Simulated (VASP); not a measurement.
Input of a VASP 6.6.1 run:

INCAR

```
  PREC = Accurate
  ENCUT = 600
  EDIFF = 1E-8
  ISMEAR = 0
  SIGMA = 0.01
  LREAL = F
  LASPH = T
  NELM = 80
  ALGO = Normal
  ISIF = 3
  LWAVE = F
  LCHARG = T
  GGA = PS
  NBANDS = 20
  IBRION = 6
  NFREE = 2
  POTIM = 0.015
  NSW = 1
```

The input KPOINTS:

```
regular mesh
0
Gamma
  6 6 6
```

POSCAR

```
CdF2
1.0
    0.0000000000      2.6921157986      2.6921157986
    2.6921157986      0.0000000000      2.6921157986
    2.6921157986      2.6921157986      0.0000000000
Cd F
1 2
Direct
    0.0000000000      0.0000000000      0.0000000000
    0.2500000000      0.2500000000      0.2500000000
    0.7500000000      0.7500000000      0.7500000000
```

Potentials or basis: VASP PAW PBE potentials, release 64 (Cd, F).

Launch:

```sh
$ cat potpaw_PBE.64/Cd/POTCAR potpaw_PBE.64/F/POTCAR > POTCAR
$ mpirun -np 1 vasp_std > vasp.out
```

(1) Predict the elastic constants C11, C12, C44.

(2) Predict the Voigt bulk modulus.

(3) Estimate the highest phonon frequency at Γ, LO-TO splitting left out.

Results:

(1) 183, 75, 22 GPa.

(2) 111 GPa.

(3) 306 cm⁻¹.

Caveat: the PAW data sets were made with another functional, which shifts forces and pressure a little.
